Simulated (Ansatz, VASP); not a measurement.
Ta in VASP and in Ansatz

Contents of INCAR:

```
SYSTEM = Ta
PREC = Accurate
ENCUT = 520
EDIFF = 1E-8
ISMEAR = -1
SIGMA = 0.08
LREAL = .FALSE.
LASPH = .TRUE.
NELM = 60
ALGO = Normal
ISIF = 2
LWAVE = .FALSE.
LCHARG = .FALSE.
GGA = PS
LEFG = .TRUE.
NBANDS = 12
```

KPOINTS

```
regular mesh
0
G
  17 17 17
  0 0 0
```

The input POSCAR:

```
Ta
1.0
   -1.7008184000      1.7008184000      1.6512800000
    1.7008184000     -1.7008184000      1.6512800000
    1.7008184000      1.7008184000     -1.6512800000
Ta
1
Direct
    0.0000000000      0.0000000000      0.0000000000
```

Input for Ansatz:

```yaml
crystal:
  lattice:
    - [-1.7008184, 1.7008184, 1.65128]
    - [1.7008184, -1.7008184, 1.65128]
    - [1.7008184, 1.7008184, -1.65128]
  atoms:
    - { symbol: Ta, position: [0.0, 0.0, 0.0] }
kpoints:
  mp_grid: { grid: [17, 17, 17] }
scf:
  occupations: { method: fermi_dirac, width: 0.08 }
hamiltonian:
  xc: pbesol
  pseudopotentials: { kind: paw }
output:
  forces: true
  stress: true
  eigenvalues: true
  efg: { contact_densities: true }
  write_density: true
  write_potential: true
  elf: true
  volumetric_format: npy
```

Change from the starting cell: equal xx and yy strain of +3 %, PAW files.

Alike in both runs: task electric field gradients; functional PBEsol; k mesh 17 × 17 × 17; occupations fermi-dirac, width 0.08 eV; no spin polarisation.

|  | VASP | Ansatz |
| --- | --- | --- |
| version | VASP 6.6.1 | Ansatz 0.2.0 |
| potentials or method | VASP PAW PBE potentials, release 64 (Ta_pv) | PAW with Ansatz's default frozen-core files, scalar-relativistic |
| plane-wave cutoff (eV) | 520 | 420 |
| valence electrons in the cell | 11 | 13 |

```csv
,VASP,Ansatz,Ansatz less VASP
pressure (GPa),-13.9,-13.9,-0.07
"traceless stress, the component that is largest in VASP (GPa)",1.59,1.59,+0.004
size of Vzz on the site where it differs most (V/Å²),16.5,18.1,+1.65
```

VASP's potentials were made for PBE, not for PBEsol. With one functional, cell and mesh, what is left measures potentials, basis and numerics. VASP's potentials hold 11 valence electrons a cell and Ansatz's 13, so a difference there can come from the potentials and not from the codes.

Neither program's run includes spin-orbit coupling.
